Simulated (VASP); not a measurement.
BaHg: single point with LDA

Crystal: BaHg.

```xyz
2
Lattice="0.0000 3.3829 3.3829 3.3829 0.0000 3.3829 3.3829 3.3829 0.0000" Properties=species:S:1:pos:R:3 pbc="T T T"
Ba    0.0000    0.0000    0.0000
Hg    3.3829    3.3829    3.3829
```

- Program: VASP 6.6.1
- Task: single point
- Functional: LDA
- Potentials or basis: VASP PAW LDA potentials, release 64 (Ba_sv, Hg)
- Cutoff: 520 eV
- k mesh: 5 × 5 × 5
- Occupations: gaussian, width 0.1 eV
- Spin: no spin polarisation

```json
{
 "Pressure": "0.7 GPa",
 "Band gap on the k mesh": "zero (band 11 reaches 4.35 eV, above the bottom of band 12 at 2.27 eV)"
}
```

Levels at points of the mesh, in eV from the Fermi level:
```
           k point  band 9  band 10  band 11  band 12  band 13  band 14
(0.00, 0.00, 0.00)   -7.72    -6.30     2.04     2.04     2.04     3.40
```

It took 8.8 s on 1 thread of AMD EPYC 9R14 (Zen 4) (shared host), peak memory 0.14 GiB.

Caveat: spin-orbit coupling is left out, which moves the levels of the heavy elements.
